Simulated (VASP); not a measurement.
## TiAl: single point with LDA

TiAl:

```
Ti Al
1.0
     3.11760    0.00000    0.00000
     0.00000    3.11760    0.00000
     0.00000    0.00000    2.94894
Ti Al
1 1
Direct
  0.00000 0.00000 0.00000
  0.50000 0.50000 0.50000
```

| Property | Result |
| --- | --- |
| Program | VASP 6.6.1 |
| Task | single point |
| Functional | LDA |
| Potentials or basis | VASP PAW LDA potentials, release 64 (Ti_sv, Al) |
| Cutoff | 520 eV |
| k mesh | 16 × 16 × 16 |
| Occupations | gaussian, width 0.15 eV |
| Spin | no spin polarisation |

| Item | Value |
| --- | --- |
| Pressure | 9.1 GPa |
| Band gap on the k mesh | zero (an odd number of electrons rules out a gap without spin polarisation) |

Stress tensor (GPa, compression positive):
```
9.68 0.00 0.00
0.00 9.68 0.00
0.00 0.00 8.08
```

Levels at points of the mesh, in eV from the Fermi level:
| k point | band 6 | band 7 | band 8 | band 9 | band 10 | band 11 |
| --- | --- | --- | --- | --- | --- | --- |
| (0.00, 0.00, 0.00) | -1.76 | -1.61 | 1.84 | 2.17 | 2.17 | 4.50 |
| (0.50, 0.00, 0.00) | -5.47 | -0.71 | -0.09 | 0.63 | 2.38 | 3.29 |
| (0.50, 0.50, 0.00) | -2.19 | -2.19 | -1.64 | 1.09 | 1.09 | 3.03 |
| (0.00, 0.00, 0.50) | -5.34 | -0.54 | -0.06 | -0.06 | 2.17 | 4.01 |
| (0.50, 0.00, 0.50) | -2.07 | -1.70 | -1.51 | 0.51 | 0.67 | 3.26 |
| (0.50, 0.50, 0.50) | -3.42 | -3.40 | 1.31 | 3.14 | 3.28 | 3.28 |

Wall time 2.4 min on 1 thread of Intel(R) Xeon(R) 6975P-C (Granite Rapids), on a shared host, peak memory 0.27 GiB.

Caveat: the cell stands under pressure.
